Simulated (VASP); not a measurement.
Input of a VASP 6.6.1 run:

File INCAR:

```
PREC = Accurate ; ENCUT = 600
EDIFF = 1E-6 ; ISMEAR = 0
SIGMA = 0.02 ; LREAL = F
LASPH = T ; NELM = 120
ALGO = Normal ; ISIF = 2
LWAVE = F ; LCHARG = F
GGA = PE ; IVDW = 12
NBANDS = 18 ; GGA_COMPAT = F
```

File KPOINTS:

```
regular mesh
0
Gamma
  6 6 6
```

File POSCAR:

```
HfO2
1.0
    0.0000000000      2.5073433777      2.5073433777
    2.5073433777      0.0000000000      2.5073433777
    2.5073433777      2.5073433777      0.0000000000
Hf O
1 2
Direct
    0.0000000000      0.0000000000      0.0000000000
    0.2500000000      0.2500000000      0.2500000000
    0.7500000000      0.7500000000      0.7500000000
```

Potentials or basis: VASP PAW PBE potentials, release 64 (Hf_pv, O).

Command:

```console
$ cat potpaw_PBE.64/Hf_pv/POTCAR potpaw_PBE.64/O/POTCAR > POTCAR
$ mpirun -np 1 vasp_std > vasp.out
```

Q: What does it give for the band gap on the k mesh?

A: 3.89 eV.

Q: What does it give for the dispersion energy per atom?

A: -0.248 eV.

Caveat: three body term missing; spin-orbit coupling is left out, which moves the levels of the heavy elements. A k mesh can miss the band edges.
